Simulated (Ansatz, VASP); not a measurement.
One calculation of Ti4B, two programs

```xyz
5
Lattice="-3.0310 3.0310 2.1553 3.0310 -3.0310 2.1553 3.0310 3.0310 -2.1553" Properties=species:S:1:pos:R:3 pbc="T T T"
Ti    4.1880    0.0000    0.0000
Ti    1.8739    0.0000    0.0000
Ti    0.0000    4.1880    0.0000
Ti    0.0000    1.8739    0.0000
B     0.0000    0.0000    0.0000
```

Alike in both runs: task single point; functional PBE; k mesh 6 × 6 × 6; occupations gaussian, width 0.1 eV; no spin polarisation.

|  | VASP | Ansatz |
| --- | --- | --- |
| version | VASP 6.6.1 | Ansatz 0.2.0 |
| potentials or method | VASP PAW PBE potentials, release 64 (Ti_sv, B), cutoff 520 eV | scalar-relativistic, plane waves, PAW |
| valence electrons in the cell | 51 | 51 |

Ansatz gave:

- gap on the k mesh at the Fermi level (eV): none
- rms of the force components (eV/Å): 0.920

Task: Which values does VASP return?

Result: gap on the k mesh at the Fermi level (eV): none; rms of the force components (eV/Å): 0.917.

Atom by atom the forces differ by 0.004 eV/Å (rms over components). A gap of «none» marks a metal or a gap that the smearing closes.
